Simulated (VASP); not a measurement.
# Ga (Fd-3m) in VASP: single point with PBE

Aim: the single point of Ga with PBE.

Program: VASP 6.6.1. These are calculated values, not measurements. Logs are shortened: lines on timing, memory, paths and dates and some standing lists are left out, and cuts for length are marked.

### 1 The cell of the first run

The structure is cubic, space group Fd-3m (No. 227). Conventional cell: a = 5.842 Å, b = 5.842 Å, c = 5.842 Å, α = 90.00°, β = 90.00°, γ = 90.00°. Ga (site symmetry -43m) has 4 Ga at 2.53 Å within 3.3 Å.

This isn't the form of Ga at room conditions, which is orthorhombic.

### 2 Single point, PBE

Contents of INCAR:

```
SYSTEM = Ga
PREC = Accurate
ENCUT = 520
EDIFF = 1E-7
ISMEAR = -1
SIGMA = 0.06122561905347299
LREAL = .False.
LASPH = .True.
NELM = 100
ALGO = Normal
ISIF = 2
LWAVE = .False.
LCHARG = .True.
GGA = PE
LELF = .True.
LVHAR = .True.
NBANDS = 20
```

Contents of KPOINTS:

```
Automatic mesh
0
Gamma
  32 32 32
  0 0 0
```

Contents of POSCAR:

```
Ga
1.0
    0.0000000000      2.9209892955      2.9209892955
    2.9209892955      0.0000000000      2.9209892955
    2.9209892955      2.9209892955      0.0000000000
Ga
2
Direct
    0.0000000000      0.0000000000      0.0000000000
    0.2500000000      0.2500000000      0.2500000000
```

Potentials or basis: VASP PAW PBE potentials, release 64 (Ga_d).

Command:

```
$ cat potpaw_PBE.64/Ga_d/POTCAR > POTCAR
$ mpirun -np 1 vasp_std > vasp.out
```

OUTCAR:

```text
SYSTEM = Ga
   PREC = Accurate
   ENCUT = 520
   EDIFF = 1E-7
   ISMEAR = -1
   LREAL = .False.
   LASPH = .True.
   NELM = 100
   ISIF = 2
   GGA = PE

 ion  position               nearest neighbor table
   1  0.000  0.000  0.000-   2 2.53   2 2.53   2 2.53   2 2.53
   2  0.250  0.250  0.250-   1 2.53   1 2.53   1 2.53   1 2.53

  LATTYP: Found a face centered cubic cell.
 ALAT       =     5.8419785910

  Lattice vectors:

 A1 = (   0.0000000000,   2.9209892955,   2.9209892955)
 A2 = (   2.9209892955,   0.0000000000,   2.9209892955)
 A3 = (   2.9209892955,   2.9209892955,   0.0000000000)

Analysis of symmetry for initial positions (statically):
=====================================================================
 Subroutine PRICEL returns:
 Original cell was already a primitive cell.

 Routine SETGRP: Setting up the symmetry group for a
 face centered cubic supercell.

 Subroutine GETGRP returns: Found 48 space group operations
 (whereof 24 operations were pure point group operations)
 out of a pool of 48 trial point group operations.

The static configuration has the point symmetry T_d .
 The point group associated with its full space group is O_h .

Analysis of symmetry for dynamics (positions and initial velocities):
=====================================================================
 Subroutine PRICEL returns:
 Original cell was already a primitive cell.

 Routine SETGRP: Setting up the symmetry group for a
 face centered cubic supercell.

 Subroutine GETGRP returns: Found 48 space group operations
 (whereof 24 operations were pure point group operations)
 out of a pool of 48 trial point group operations.

The dynamic configuration has the point symmetry T_d .
 The point group associated with its full space group is O_h .

 Subroutine INISYM returns: Found 48 space group operations
 (whereof 24 operations are pure point group operations),
 and found     1 'primitive' translations

----------------------------------------------------------------------------------------

                                     Primitive cell

  volume of cell :      49.8448

  direct lattice vectors                    reciprocal lattice vectors
     0.000000000  2.920989296  2.920989296    -0.171174883  0.171174883  0.171174883
     2.920989296  0.000000000  2.920989296     0.171174883 -0.171174883  0.171174883
     2.920989296  2.920989296  0.000000000     0.171174883  0.171174883 -0.171174883

  length of vectors
     4.130902677  4.130902677  4.130902677     0.296483594  0.296483594  0.296483594

  position of ions in fractional coordinates (direct lattice)
     0.000000000  0.000000000  0.000000000
     0.250000000  0.250000000  0.250000000

  ion indices of the primitive-cell ions
   primitive index   ion index
                 1           1
                 2           2

----------------------------------------------------------------------------------------

 KPOINTS: Automatic mesh

Automatic generation of k-mesh.
 Grid dimensions read from file:
 generate k-points for:   32   32   32

 Generating k-lattice:

  Cartesian coordinates                     Fractional coordinates (reciprocal lattice)
    -0.005349215  0.005349215  0.005349215     0.031250000  0.000000000  0.000000000
     0.005349215 -0.005349215  0.005349215     0.000000000  0.031250000  0.000000000
     0.005349215  0.005349215 -0.005349215     0.000000000  0.000000000  0.031250000

  Length of vectors
     0.009265112  0.009265112  0.009265112

  Shift w.r.t. Gamma in fractional coordinates (k-lattice)
     0.000000000  0.000000000  0.000000000

 Subroutine IBZKPT returns following result:
 ===========================================

 Found    897 irreducible k-points:

 Following reciprocal coordinates:
            Coordinates               Weight
  0.000000  0.000000  0.000000      1.000000
  0.031250  0.000000  0.000000      8.000000
  0.062500  0.000000  0.000000      8.000000
  0.093750  0.000000  0.000000      8.000000
  0.125000  0.000000  0.000000      8.000000
  0.156250  0.000000  0.000000      8.000000
[... 16 lines left out ...]
  0.187500  0.031250  0.000000     24.000000
  0.218750  0.031250  0.000000     24.000000
 [... further k-points ...]
   k-points           NKPTS =    897   k-points in BZ     NKDIM =    897   number of bands    NBANDS=     20
   number of dos      NEDOS =    301   number of ions     NIONS =      2
   total plane-waves  NPLWV =  32768
   dimension x,y,z NGX =    32 NGY =   32 NGZ =   32
   dimension x,y,z NGXF=    64 NGYF=   64 NGZF=   64
   ions per type =               2
   NGX,Y,Z   is equivalent  to a cutoff of  12.88, 12.88, 12.88 a.u.
   NGXF,Y,Z  is equivalent  to a cutoff of  25.76, 25.76, 25.76 a.u.
 SYSTEM =  Ga
   PREC   = accura    normal or accurate (medium, high low for compatibility)
   ISTART =      0    job   : 0-new  1-cont  2-samecut
   ICHARG =      2    charge: 1-file 2-atom 10-const
   ISPIN  =      1    spin polarized calculation?
   LNONCOLLINEAR =      F non collinear calculations
   LSORBIT =      F    spin-orbit coupling
   LASPH  =      T    aspherical Exc in radial PAW
   ENCUT  =  520.0 eV  38.22 Ry    6.18 a.u.   7.68  7.68  7.68*2*pi/ulx,y,z
   NELM   =    100;   NELMIN=  2; NELMDL= -5     # of ELM steps
   EDIFF  = 0.1E-06   stopping-criterion for ELM
   LREAL  =      F    real-space projection
   EDIFFG = 0.1E-05   stopping-criterion for IOM
   NSW    =      0    number of steps for IOM
   IBRION =     -1    ionic relax: 0-MD 1-quasi-New 2-CG
   NFREE  =      0    steps in history (QN), initial steepest desc. (CG)
   ISIF   =      2    stress and relaxation
   ISYM   =      2    0-nonsym 1-usesym 2-fastsym
   POTIM  = 0.5000    time-step for ionic-motion
   TEBEG  =    0.0;   TEEND  =   0.0 temperature during run
   PSTRESS=    0.0 pullay stress
   NELECT =      26.0000    total number of electrons
   NUPDOWN=      -1.0000    fix difference up-down
   EMIN   =  10.00;   EMAX   =-10.00  energy-range for DOS
   EFERMI =   0.00;   METHOD = LEGACY
   ISMEAR =    -1;   SIGMA  =   0.06  broadening in eV -4-tet -1-fermi 0-gaus
   EFERMI_NEDOS =   21; number of points for ismear=-14 and -15
   IALGO  =     38    algorithm
   IMIX   =      4    mixing-type and parameters
     AMIX     =   0.40;   BMIX     =  1.00
     AMIX_MAG =   1.60;   BMIX_MAG =  1.00
  volume/ion in A,a.u.               =      24.92       168.18
  Fermi-wavevector in a.u.,A,eV,Ry     =   1.317830  2.490337 23.628902  1.736675
  Thomas-Fermi vector in A             =   2.447843
   LORBIT       =      0    0 simple, 1 ext, 2 COOP (PROOUT), +10 PAW based schemes
   GGA     = PE    functional components
   LHFCALC =     F    Hartree Fock is set to
   AEXX    =    0.0000 exact exchange contribution
   IVDW    =     0    specifies the selected vdW correction
   LEPSILON=     F    determine dielectric tensor
   LRPA    =     F    only Hartree local field effects (RPA)
 non-spin polarized calculation
  energy-cutoff  :      520.00
  volume of cell :       49.84
 maximum number of plane-waves:      1363
   NGX = 15   NGY = 15   NGZ = 15

 number of electron      25.9999989 magnetization

 Free energy of the ion-electron system (eV)
  ---------------------------------------------------
  ext. energy  EPLUGINS =         0.00000000
  ---------------------------------------------------
  free energy    TOTEN  =        -5.25738532 eV

  energy without entropy =       -5.24115869  energy(sigma->0) =       -5.24927200

 E-fermi :   2.6968     XC(G=0):  -9.3820

 val. band max:        2.6867563472   @ k =  -0.4062   0.3125   0.0625
 cond. band min:       2.6979707987   @ k =  -0.3125   0.3750   0.0625
 fundamental gap:      0.0112144515
 Fermi energy:         2.6968161854

 k-point     1 :       0.0000    0.0000    0.0000
  band No.  band energies     occupation
      1     -12.0799      2.00000
      2     -12.0799      2.00000
      3     -12.0799      2.00000
      4     -12.0382      2.00000
      5     -12.0382      2.00000
      6     -11.7221      2.00000
[... 12 lines left out ...]
     19      10.4286      0.00000
     20      13.8364      0.00000

 k-point     2 :       0.0312    0.0000    0.0000
  band No.  band energies     occupation
      1     -12.0813      2.00000
      2     -12.0813      2.00000
      3     -12.0797      2.00000
      4     -12.0364      2.00000
      5     -12.0364      2.00000
      6     -11.7229      2.00000
[... 12 lines left out ...]
     19      10.5063      0.00000
     20      13.6098      0.00000

 k-point     3 :       0.0625    0.0000    0.0000
  band No.  band energies     occupation
      1     -12.0849      2.00000
      2     -12.0849      2.00000
      3     -12.0791      2.00000
      4     -12.0316      2.00000
      5     -12.0316      2.00000
      6     -11.7250      2.00000
[... 12 lines left out ...]
     19      10.7282      0.00000
     20      13.2700      0.00000

 k-point     4 :       0.0938    0.0000    0.0000
  band No.  band energies     occupation
      1     -12.0894      2.00000
      2     -12.0894      2.00000
      3     -12.0782      2.00000
      4     -12.0250      2.00000
      5     -12.0250      2.00000
      6     -11.7280      2.00000
[... 12 lines left out ...]
     19      11.0619      0.00000
     20      12.9598      0.00000

 k-point     5 :       0.1250    0.0000    0.0000
  band No.  band energies     occupation
      1     -12.0941      2.00000
      2     -12.0941      2.00000
      3     -12.0770      2.00000
      4     -12.0177      2.00000
      5     -12.0177      2.00000
      6     -11.7317      2.00000
[... 12 lines left out ...]
     19      11.4515      0.00000
     20      12.7042      0.00000
[... 353 lines left out ...]
      6     -11.7410      2.00000
[... 12 lines left out ...]
     19      11.3679      0.00000
     20      12.4159      0.00000

 k-point    22 :       0.1562    0.0312    0.0000
  band No.  band energies     occupation
      1     -12.1003      2.00000
      2     -12.0941      2.00000
      3     -12.0767      2.00000
      4     -12.0158      2.00000
      5     -12.0076      2.00000
      6     -11.7461      2.00000
[... 12 lines left out ...]
     19      11.7263      0.00000
     20      12.2448      0.00000

 k-point    23 :       0.1875    0.0313    0.0000
  band No.  band energies     occupation
      1     -12.1044      2.00000
      2     -12.0979      2.00000
      3     -12.0749      2.00000
      4     -12.0088      2.00000
      5     -12.0002      2.00000
      6     -11.7509      2.00000
[... 12 lines left out ...]
     19      11.8836      0.00000
     20      12.2405      0.00000

 k-point    24 :       0.2188    0.0312    0.0000
  band No.  band energies     occupation
      1     -12.1079      2.00000
      2     -12.1013      2.00000
      3     -12.0729      2.00000
      4     -12.0022      2.00000
      5     -11.9933      2.00000
      6     -11.7551      2.00000
[... 12 lines left out ...]
     19      11.8745      0.00000
     20      12.2908      0.00000

 [... further k-points ...]

------------------------ aborting loop because EDIFF is reached ----------------------------------------

  FORCE on cell =-STRESS in cart. coord.  units (eV):
  Direction    XX          YY          ZZ          XY          YZ          ZX
  --------------------------------------------------------------------------------------
  -------------------------------------------------------------------------------------
  Total        0.2637448      0.2637448      0.2637448      0.0000000     -0.0000000      0.0000000
  in kB        8.4776328      8.4776328      8.4776328      0.0000000     -0.0000000      0.0000000
  external PRESSURE =       8.4776328 kB  Pullay stress =       0.0000000 kB

 VOLUME and BASIS-vectors are now :
 -----------------------------------------------------------------------------
  energy-cutoff  :      520.00
  volume of cell :       49.84
      direct lattice vectors                 reciprocal lattice vectors
     0.000000000  2.920989296  2.920989296    -0.171174883  0.171174883  0.171174883
     2.920989296  0.000000000  2.920989296     0.171174883 -0.171174883  0.171174883
     2.920989296  2.920989296  0.000000000     0.171174883  0.171174883 -0.171174883

 POSITION                                       TOTAL-FORCE (eV/Angst)
 -----------------------------------------------------------------------------------
      0.00000      0.00000      0.00000         0.000000     -0.000000     -0.000000
      1.46049      1.46049      1.46049        -0.000000      0.000000      0.000000
 -----------------------------------------------------------------------------------
    total drift:                               -0.000000      0.000000      0.000000

  FREE ENERGIE OF THE ION-ELECTRON SYSTEM (eV)
  ---------------------------------------------------
  free  energy   TOTEN  =        -5.2573853205 eV

  energy  without entropy=       -5.2411586868  energy(sigma->0) =       -5.24927200
```

It took 15 min on 1 thread of Intel Xeon 8259CL, shared host; peak memory 0.74 GiB.

Results:

* Free energy: -5.2574 eV
* Pressure: 0.8 GPa
* Band gap on the k mesh: zero (bands 13 and 14 overlap by 4.25 eV)
